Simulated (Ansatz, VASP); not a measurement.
## Te2Mo: VASP beside Ansatz

```
Te Mo
1.0
     3.56023    0.00000    0.00000
    -1.78012    3.08325    0.00000
     0.00000    0.00000   17.69930
Te Mo
2 1
Direct
  0.33333 0.66667 0.89786
  0.33333 0.66667 0.10214
  0.00000 0.00000 0.00000
```

Change from the starting cell: strain +0.0100 x Voigt [0, 0, 1, 0, 0, 0], atoms carried along.

Alike in both runs: task single point; functional LDA; k mesh 9 × 9 × 2; occupations gaussian, width 0.05 eV; no spin polarisation.

|  | VASP | Ansatz |
| --- | --- | --- |
| version | VASP 6.6.1 | Ansatz 0.2.0 |
| potentials or method | VASP PAW LDA potentials, release 64 (Te, Mo_sv), cutoff 520 eV | scalar-relativistic, plane waves, PAW |
| valence electrons in the cell | 26 | 46 |

```tsv
	VASP	Ansatz	Ansatz less VASP
gap on the k mesh at the Fermi level (eV)	1.06	1.06	-0.001
least direct gap on the mesh (eV)	1.06	1.06	-0.001
rms of the force components (eV/Å)	0.285	0.309	+0.0235
```

LDA's correlation is that of Perdew and Zunger in VASP and of Perdew and Wang (1992) in Ansatz. Atom by atom the forces differ by 0.023 eV/Å (rms over components). VASP's potentials hold 26 valence electrons a cell and Ansatz's 46, so a difference there can come from the potentials and not from the codes.

Neither program's run includes spin-orbit coupling.
